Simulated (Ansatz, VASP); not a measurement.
## Cu in VASP and in Ansatz

```
Cu
1.0
     1.26018   -0.72756    4.11563
    -1.26018   -3.63782    2.05782
     3.78054   -2.18269    0.00000
Cu
6
Direct
  0.16667 0.66667 0.50000
  0.00000 0.00000 0.00000
  0.33333 0.33333 0.00000
  0.66667 0.66667 0.00000
  0.50000 0.00000 0.50000
  0.83333 0.33333 0.50000
```

Alike in both runs: task relaxation of cell and atoms; functional PBEsol; k mesh 10 × 10 × 8; occupations gaussian, width 0.1 eV; no spin polarisation.

|  | VASP | Ansatz |
| --- | --- | --- |
| version | VASP 6.6.1 | Ansatz 0.2.0 |
| potentials or method | VASP PAW PBE potentials, release 64 (Cu), cutoff 600 eV | scalar-relativistic, plane waves, PAW |
| valence electrons in the cell | 66 | 114 |

|  | VASP | Ansatz | Ansatz less VASP |
| --- | --- | --- | --- |
| gap on the k mesh at the Fermi level, each at its own relaxed structure (eV) | none | none | - |
| relaxed volume (Å³/atom) | 11.37 | 11.32 | -0.045 |
| relaxed length of the cell vector where the two differ most in proportion (Å) | 4.373 | 4.365 | -0.0072 |

VASP's potentials were made for PBE, not for PBEsol. A gap of «none» marks a metal or a gap that the smearing closes. VASP's potentials hold 66 valence electrons a cell and Ansatz's 114, so a difference there can come from the potentials and not from the codes.
